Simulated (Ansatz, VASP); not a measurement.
# One calculation of Sc, two programs

```xyz
1
Lattice="-1.8264 1.8264 1.8264 1.8264 -1.8264 1.8264 1.8264 1.8264 -1.8264" Properties=species:S:1:pos:R:3 pbc="T T T"
Sc    0.0000    0.0000    0.0000
```

Change from the starting cell: volume scaled by 0.98.

Alike in both runs: task single point; functional PBE; k mesh 13 × 13 × 13; occupations fermi-dirac, width 0.05 eV; no spin polarisation.

```csv
,VASP,Ansatz
version,VASP 6.6.1,Ansatz 0.2.0
potentials or method,"VASP PAW PBE potentials, release 64 (Sc_sv), cutoff 500 eV","all-electron LAPW, scalar-relativistic"
```

|  | VASP | Ansatz | Ansatz less VASP |
| --- | --- | --- | --- |
| pressure (GPa) | 1.1 | 1.1 | -0.02 |

Ansatz ran all-electron here, and VASP with PAW potentials.
